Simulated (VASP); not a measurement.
Write the native input for VASP 6.6.1 that does the following.

* Task: single point
* Functional: LDA
* Potentials or basis: VASP PAW LDA potentials, release 64 (Tc_pv, Li_sv)
* Cutoff: 520 eV
* k mesh: 2 × 2 × 2
* Occupations: fermi-dirac, width 0.15 eV
* Spin: no spin polarisation
* Dipole correction: no
* Further INCAR settings: ALGO = Normal; EDIFF = 1e-06; NBANDS = 92

The structure of LiTc12 (a cell with a defect) lies in POSCAR:

```
LiTc12
1.0
    5.4800000000      0.0000000000      0.0000000000
   -4.1100000000      7.1187290000      0.0000000000
    0.0000000000      0.0000000000      4.3949600000
Tc Li
12 1
Direct
    0.0475226743      0.0497139307     -0.0138567814
    0.1740349991      0.2429225779      0.5186850392
   -0.0194188466      0.3314074746      0.0348353569
    0.1864193994      0.5759314619      0.4463749386
    0.0066548446      0.6587271408     -0.0564965324
    0.2172057524      0.9014811492      0.5459890420
    0.4955802138      0.0008709420      0.0416158509
    0.6971171600      0.2548910065      0.5094699383
    0.5095509603      0.3215180687      0.0099659610
    0.6674807180      0.5407285486      0.4864435626
    0.4521837414      0.6417437720     -0.0641871598
    0.7174847845      0.9072546518      0.5678777509
    0.8342988569      0.7980919066      0.2487622185
```

These files were run (other wordings do the same):

INCAR

```
ALGO = Normal
EDIFF = 1E-6
ENCUT = 520
ISIF = 2
ISMEAR = -1
LASPH = True
LCHARG = False
LREAL = False
LWAVE = False
NBANDS = 92
NELM = 60
PREC = Accurate
SIGMA = 0.15
```

KPOINTS

```
k-points
0
Gamma
  2 2 2
```

Potentials or basis: VASP PAW LDA potentials, release 64 (Tc_pv, Li_sv).

Run with:

```sh
$ cat potpaw_LDA.64/Tc_pv/POTCAR potpaw_LDA.64/Li_sv/POTCAR > POTCAR
$ mpirun -np 1 vasp_std > vasp.out
```

Results of the run:

```json
{"Largest force": "3.592 eV/Å", "Band gap on the k mesh": "zero (an odd number of electrons rules out a gap without spin polarisation)"}
```

Caveat: the k points lie up to 0.71 Å⁻¹ apart, too coarse for converged energies and pressures of a metal; the atoms stand as in a frame of molecular dynamics.

Run time: 3.3 min on 1 thread of Intel(R) Xeon(R) Platinum 8488C (Sapphire Rapids), on a shared host, peak memory 0.28 GiB.
